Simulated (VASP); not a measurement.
Set up this calculation in VASP 6.6.1, as the native input.

| Property | Result |
| --- | --- |
| Task | single point |
| Functional | PBE |
| Potentials or basis | VASP PAW PBE potentials, release 64 (K_sv) |
| Cutoff | 520 eV |
| k mesh | 6 × 6 × 10 |
| Occupations | gaussian, width 0.1 eV |
| Spin | no spin polarisation |
| Dipole correction | no |
| Further INCAR settings | ALGO = Fast; EDIFF = 1e-06; NBANDS = 20 |

The structure of K lies in POSCAR:

```
K
1.0
    7.4759237955      0.0000000000      0.0000000000
   -3.7379618977      6.4743399237      0.0000000000
    0.0000000000      0.0000000000      4.4713603669
K
3
Direct
    0.0000000000      0.0000000000      0.5000000000
    0.3333333333      0.6666666667      0.0000000000
    0.6666666667      0.3333333333      0.0000000000
```

This isn't the form of K at room conditions, which is bcc.

The input as run:

INCAR

```
SYSTEM = K
ALGO = Fast ; EDIFF = 1E-6
ENCUT = 520 ; GGA = PE
ISIF = 2 ; ISMEAR = 0
LASPH = .True. ; LCHARG = .False.
LREAL = .False. ; LWAVE = .False.
NBANDS = 20 ; NELM = 60
PREC = Accurate ; SIGMA = 0.1
```

KPOINTS

```
k-points
0
Gamma
  6 6 10
  0 0 0
```

Potentials or basis: VASP PAW PBE potentials, release 64 (K_sv).

Command:

```bash
$ cat potpaw_PBE.64/K_sv/POTCAR > POTCAR
$ mpirun -np 1 vasp_std > vasp.out
```

Results of the run:

```json
{
  "Pressure": "0.1 GPa",
  "Band gap on the k mesh": "zero (an odd number of electrons rules out a gap without spin polarisation)"
}
```

Run time: 4.9 min on 1 thread of Intel(R) Xeon(R) Platinum 8375C CPU @ 2.90GHz (Ice Lake), on a shared host, peak memory 0.39 GiB.
